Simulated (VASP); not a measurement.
Set up this calculation in VASP 6.6.1, as the native input.

| Item | Value |
| --- | --- |
| Task | single point |
| Functional | PBEsol |
| Potentials or basis | VASP PAW PBE potentials, release 64 (Sn_d) |
| Cutoff | 520 eV |
| k mesh | 11 × 11 × 11 |
| Occupations | methfessel-paxton, width 0.1 eV |
| Spin | no spin polarisation |
| Dipole correction | no |
| Further INCAR settings | ALGO = Normal; EDIFF = 1e-07; NBANDS = 13 |

The structure of Sn lies in POSCAR:

```
Sn
1.0
   -1.8690452781      1.8690452781      1.8690452781
    1.8690452781     -1.8690452781      1.8690452781
    1.8690452781      1.8690452781     -1.8690452781
Sn
1
Direct
    0.0000000000      0.0000000000      0.0000000000
```

These files were run (other wordings do the same):

INCAR

```
SYSTEM = Sn
PREC = Accurate ; ENCUT = 520
EDIFF = 1E-7 ; ISMEAR = 1
SIGMA = 0.1 ; LREAL = .False.
LASPH = .True. ; NELM = 100
ALGO = Normal ; ISIF = 2
LWAVE = .False. ; LCHARG = .False.
GGA = PS ; NBANDS = 13
```

KPOINTS

```
Automatic mesh
0
Gamma
  11 11 11
  0 0 0
```

Potentials or basis: VASP PAW PBE potentials, release 64 (Sn_d).

Run with:

```bash
$ cat potpaw_PBE.64/Sn_d/POTCAR > POTCAR
$ mpirun -np 1 vasp_std > vasp.out
```

Results of the run:

| Property | Result |
| --- | --- |
| Pressure | 0.4 GPa |
| Band gap on the k mesh | zero (band 7 reaches 16.75 eV, above the bottom of band 8 at 5.91 eV) |

Caveat: the PAW data sets were made with another functional, which shifts forces and pressure a little; spin-orbit coupling is left out, which moves the levels of the heavy elements.

Wall time 8.4 s on 1 thread of Intel Xeon 6975P-C, on a shared host, peak memory 0.14 GiB.
